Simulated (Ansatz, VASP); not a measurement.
**Cs2Cl in VASP and in Ansatz**

```
Cs Cl
1.0
     8.66205    0.00000    0.00000
     0.00000    8.76116    0.00000
     0.00000    0.00000    5.02531
Cs Cl
4 2
Direct
  0.28950 0.29757 0.00000
  0.71050 0.70243 0.00000
  0.78950 0.20243 0.50000
  0.21050 0.79757 0.50000
  0.00000 0.00000 0.00000
  0.50000 0.50000 0.50000
```

Alike in both runs: functional PBE; k mesh 4 × 4 × 4; occupations gaussian, width 0.1 eV; no spin polarisation.

Ansatz relaxed the structure, and its values are those at the end. VASP's run is a single point on that final structure, the one shown.

|  | VASP | Ansatz |
| --- | --- | --- |
| version | VASP 6.6.1 | Ansatz 0.2.0 |
| potentials or method | VASP PAW PBE potentials, release 64 (Cs_sv, Cl), cutoff 520 eV | scalar-relativistic, plane waves, PAW |
| valence electrons in the cell | 50 | 50 |

|  | VASP | Ansatz | Ansatz less VASP |
| --- | --- | --- | --- |
| gap on the k mesh at the Fermi level (eV) | none | none | - |
| pressure (GPa) | 0.0 | 0.0 | 0.00 |

A gap of «none» marks a metal or a gap that the smearing closes.

Spin-orbit coupling is off throughout.
